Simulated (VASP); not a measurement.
# TePb (Fm-3m) in VASP: settings compared, part 2 of 2

VASP 6.6.1.

## Step 4: Relaxation of cell and atoms, RPBE+D4

The input, INCAR:

```
ALGO = Normal
EDIFF = 1E-6
EDIFFG = -0.01
ENCUT = 600
GGA = RP
IBRION = 2
ISIF = 3
ISMEAR = -1
IVDW = 13
LASPH = True
LCHARG = False
LREAL = False
LWAVE = False
NELM = 80
NSW = 80
PREC = Accurate
SIGMA = 0.05
```

The input, KPOINTS:

```
k-points
0
Gamma
  7 7 7
```

The input, POSCAR:

```
TePb
1.0
    0.0000000000      3.2310000000      3.2310000000
    3.2310000000      0.0000000000      3.2310000000
    3.2310000000      3.2310000000      0.0000000000
Pb Te
1 1
Direct
    0.0000000000      0.0000000000      0.0000000000
    0.5000000000      0.5000000000      0.5000000000
```

Potentials or basis: VASP PAW PBE potentials, release 64 (Pb_d, Te).

Launch:

```
cat potpaw_PBE.64/Pb_d/POTCAR potpaw_PBE.64/Te/POTCAR > POTCAR
mpirun -np 1 vasp_std > vasp.out
```

OUTCAR:

```text
EDIFF = 1E-6
   EDIFFG = -0.01
   ENCUT = 600
   GGA = RP
   IBRION = 2
   ISIF = 3
   ISMEAR = -1
   IVDW = 13
   LASPH = True
   LREAL = False
   NELM = 80
   NSW = 80
   PREC = Accurate

 ion  position               nearest neighbor table
   1  0.000  0.000  0.000-   2 3.23   2 3.23   2 3.23   2 3.23   2 3.23   2 3.23
   2  0.500  0.500  0.500-   1 3.23   1 3.23   1 3.23   1 3.23   1 3.23   1 3.23

  LATTYP: Found a face centered cubic cell.
 ALAT       =     6.4620000000

  Lattice vectors:

 A1 = (   0.0000000000,   3.2310000000,   3.2310000000)
 A2 = (   3.2310000000,   0.0000000000,   3.2310000000)
 A3 = (   3.2310000000,   3.2310000000,   0.0000000000)

Analysis of symmetry for initial positions (statically):
=====================================================================
 Subroutine PRICEL returns:
 Original cell was already a primitive cell.

 Routine SETGRP: Setting up the symmetry group for a
 face centered cubic supercell.

 Subroutine GETGRP returns: Found 48 space group operations
 (whereof 48 operations were pure point group operations)
 out of a pool of 48 trial point group operations.

The static configuration has the point symmetry O_h .

Analysis of symmetry for dynamics (positions and initial velocities):
=====================================================================
 Subroutine PRICEL returns:
 Original cell was already a primitive cell.

 Routine SETGRP: Setting up the symmetry group for a
 face centered cubic supercell.

 Subroutine GETGRP returns: Found 48 space group operations
 (whereof 48 operations were pure point group operations)
 out of a pool of 48 trial point group operations.

The dynamic configuration has the point symmetry O_h .

 Subroutine INISYM returns: Found 48 space group operations
 (whereof 48 operations are pure point group operations),
 and found     1 'primitive' translations

----------------------------------------------------------------------------------------

                                     Primitive cell

  volume of cell :      67.4592

  direct lattice vectors                    reciprocal lattice vectors
     0.000000000  3.231000000  3.231000000    -0.154750851  0.154750851  0.154750851
     3.231000000  0.000000000  3.231000000     0.154750851 -0.154750851  0.154750851
     3.231000000  3.231000000  0.000000000     0.154750851  0.154750851 -0.154750851

  length of vectors
     4.569324020  4.569324020  4.569324020     0.268036337  0.268036337  0.268036337

  position of ions in fractional coordinates (direct lattice)
     0.000000000  0.000000000  0.000000000
     0.500000000  0.500000000  0.500000000

  ion indices of the primitive-cell ions
   primitive index   ion index
                 1           1
                 2           2

----------------------------------------------------------------------------------------

 KPOINTS: k-points

[... 106 lines left out ...]
  ---------------------------------------------------
  ext. energy  EPLUGINS =         0.00000000
  ---------------------------------------------------
  free energy    TOTEN  =        -6.77834129 eV

  energy without entropy =       -6.77833982  energy(sigma->0) =       -6.77834056

------------------------ aborting loop because EDIFF is reached ----------------------------------------

  DFT-D4 for vdW energy calculation

  Edisp (eV):   -1.53554

  FORCE on cell =-STRESS in cart. coord.  units (eV):
  Direction    XX          YY          ZZ          XY          YZ          ZX
  --------------------------------------------------------------------------------------
  -------------------------------------------------------------------------------------
  Total      -0.02713    -0.02713    -0.02713     0.00000    -0.00000     0.00000
  in kB      -0.64445    -0.64445    -0.64445     0.00000    -0.00000     0.00000
  external pressure =       -0.64 kB  Pullay stress =        0.00 kB

 VOLUME and BASIS-vectors are now :
 -----------------------------------------------------------------------------
  energy-cutoff  :      600.00
  volume of cell :       67.46
      direct lattice vectors                 reciprocal lattice vectors
     0.000000000  3.231000000  3.231000000    -0.154750851  0.154750851  0.154750851
     3.231000000  0.000000000  3.231000000     0.154750851 -0.154750851  0.154750851
     3.231000000  3.231000000  0.000000000     0.154750851  0.154750851 -0.154750851

 POSITION                                       TOTAL-FORCE (eV/Angst)
 -----------------------------------------------------------------------------------
      0.00000      0.00000      0.00000        -0.000000     -0.000000     -0.000000
      3.23100      3.23100      3.23100         0.000000      0.000000      0.000000
 -----------------------------------------------------------------------------------
    total drift:                                0.000000     -0.000000     -0.000000

  FREE ENERGIE OF THE ION-ELECTRON SYSTEM (eV)
  ---------------------------------------------------
  free  energy   TOTEN  =        -8.3138763350 eV

  energy  without entropy=       -8.3138748585  energy(sigma->0) =       -8.31387560

--------------------------------------- Ionic step        2  -------------------------------------------

 number of electron      19.9999998 magnetization

 Free energy of the ion-electron system (eV)
  ---------------------------------------------------
  ext. energy  EPLUGINS =         0.00000000
  ---------------------------------------------------
  free energy    TOTEN  =        -6.77531087 eV

  energy without entropy =       -6.77530935  energy(sigma->0) =       -6.77531011

 E-fermi :   6.2101     XC(G=0):  -9.1810

 val. band max:        5.6738034052   @ k =   0.4286   0.0000   0.0000
 cond. band min:       6.7356890489   @ k =   0.4286   0.0000   0.0000
 fundamental gap:      1.0618856437
 Fermi energy:         6.2100601871

 k-point     1 :       0.0000    0.0000    0.0000
  band No.  band energies     occupation
      1     -11.0256      2.00000
      2     -11.0256      2.00000
      3     -11.0198      2.00000
      4     -11.0198      2.00000
      5     -11.0198      2.00000
      6      -6.2479      2.00000
      7       0.2150      2.00000
      8       4.4045      2.00000
      9       4.4045      2.00000
     10       4.4045      2.00000
     11       9.8872      0.00000
     12       9.8872      0.00000
     13       9.8872      0.00000
     14      11.5788      0.00000
[... 309 lines left out ...]
      1     -11.0673      2.00000
      2     -11.0276      2.00000
      3     -11.0154      2.00000
      4     -11.0084      2.00000
      5     -10.9957      2.00000
      6      -4.4390      2.00000
      7      -2.2534      2.00000
      8       1.8704      2.00000
      9       2.4978      2.00000
     10       5.0809      2.00000
     11       7.7468      0.00000
     12      10.5113      0.00000
     13      11.3248      0.00000
     14      11.9425      0.00000

------------------------ aborting loop because EDIFF is reached ----------------------------------------

  DFT-D4 for vdW energy calculation

  Edisp (eV):   -1.53856

  FORCE on cell =-STRESS in cart. coord.  units (eV):
  Direction    XX          YY          ZZ          XY          YZ          ZX
  --------------------------------------------------------------------------------------
  -------------------------------------------------------------------------------------
  Total       0.01885     0.01885     0.01885     0.00000    -0.00000     0.00000
  in kB       0.44856     0.44856     0.44856     0.00000    -0.00000     0.00000
  external pressure =        0.45 kB  Pullay stress =        0.00 kB

 VOLUME and BASIS-vectors are now :
 -----------------------------------------------------------------------------
  energy-cutoff  :      600.00
  volume of cell :       67.33
      direct lattice vectors                 reciprocal lattice vectors
     0.000000000  3.228885252  3.228885252    -0.154852205  0.154852205  0.154852205
     3.228885252 -0.000000000  3.228885252     0.154852205 -0.154852205  0.154852205
     3.228885252  3.228885252 -0.000000000     0.154852205  0.154852205 -0.154852205

 POSITION                                       TOTAL-FORCE (eV/Angst)
 -----------------------------------------------------------------------------------
      6.45777      3.22889      3.22889         0.000000      0.000000     -0.000000
      3.22889      3.22889      3.22889         0.000000      0.000000      0.000000
 -----------------------------------------------------------------------------------
    total drift:                                0.000000     -0.000000     -0.000000

  FREE ENERGIE OF THE ION-ELECTRON SYSTEM (eV)
  ---------------------------------------------------
  free  energy   TOTEN  =        -8.3138752048 eV

  energy  without entropy=       -8.3138736868  energy(sigma->0) =       -8.31387445

 reached required accuracy - stopping structural energy minimisation
```

OSZICAR:

```text
N       E                     dE             d eps       ncg     rms          rms(c)
DAV:   1     0.163125146522E+03    0.16313E+03   -0.10009E+04   560   0.153E+03
DAV:   2     0.556741908823E+01   -0.15756E+03   -0.15457E+03   578   0.360E+02
DAV:   3    -0.656722117068E+01   -0.12135E+02   -0.12019E+02   758   0.105E+02
[... 12 lines left out ...]
DAV:   2    -0.677540976652E+01    0.58760E-03   -0.11785E-03   680   0.638E-01    0.530E-02
DAV:   3    -0.677530578895E+01    0.10398E-03   -0.45023E-04   692   0.361E-01    0.960E-03
DAV:   4    -0.677530819542E+01   -0.24065E-05   -0.76571E-06   584   0.301E-02    0.697E-03
DAV:   5    -0.677531079943E+01   -0.26040E-05   -0.19921E-06   590   0.139E-02    0.220E-03
DAV:   6    -0.677531086751E+01   -0.68080E-07   -0.12663E-07   292   0.599E-03
   2 F= -.83138752E+01 E0= -.83138744E+01  d E =0.113017E-05
```

Run time: 48 s. Hardware: 1 thread of Intel Xeon 6975P-C, shared host; peak memory 0.25 GiB.

What came out:

```yaml
Free_energy: -8.3139 eV
Relaxed_volume: 33.66 Å³/atom
Relaxed_cell: a = 4.566 Å, b = 4.566 Å, c = 4.566 Å, α = 60.00°, β = 60.00°, γ = 60.00°
Space_group_after_relaxing_to_0.05_Å: Fm-3m (No. 225)
Energy_gained_by_relaxing: 0.0 meV/atom
Ionic_steps: 2
Pressure_after_relaxing: 0.0 GPa
Dispersion_energy_per_atom: -0.769 eV
```

Final structure:
```
Pb Te
1.0
     0.00000    3.22889    3.22889
     3.22889    0.00000    3.22889
     3.22889    3.22889    0.00000
Pb Te
1 1
Direct
  0.00000 0.00000 0.00000
  0.50000 0.50000 0.50000
```

Caveat: this odd mesh misses L, where the gap lies, so gap, dielectric constants and Born charges aren't listed; the PAW data sets were made with another functional, which shifts forces and pressure a little; spin-orbit coupling is left out, which moves the levels of the heavy elements.

## Step 5: The runs side by side

```csv
level,pressure (GPa),relaxed volume (Å³/atom)
RPBE,0.0,36.79
RPBE+D3(BJ),0.0,26.96
RPBE+D4,0.0,33.66
```

Alike in all rows: task relaxation of cell and atoms; potentials or basis VASP PAW PBE potentials, release 64 (Pb_d, Te); no spin polarisation; cell relaxed; k mesh 7 × 7 × 7; cutoff (eV) 600; smearing fermi-dirac 0.05 eV.

Caveats: the PAW data sets were made with another functional, which shifts forces and pressure a little; spin-orbit coupling is left out, which moves the levels of the heavy elements; the volume moved by over 15 % at a fixed basis, so the end points are rough (some runs); the volume moved by -20 % from the deposited cell, more than functionals usually miss (some runs).

Absolute energies hang on the potentials; compare differences alone.
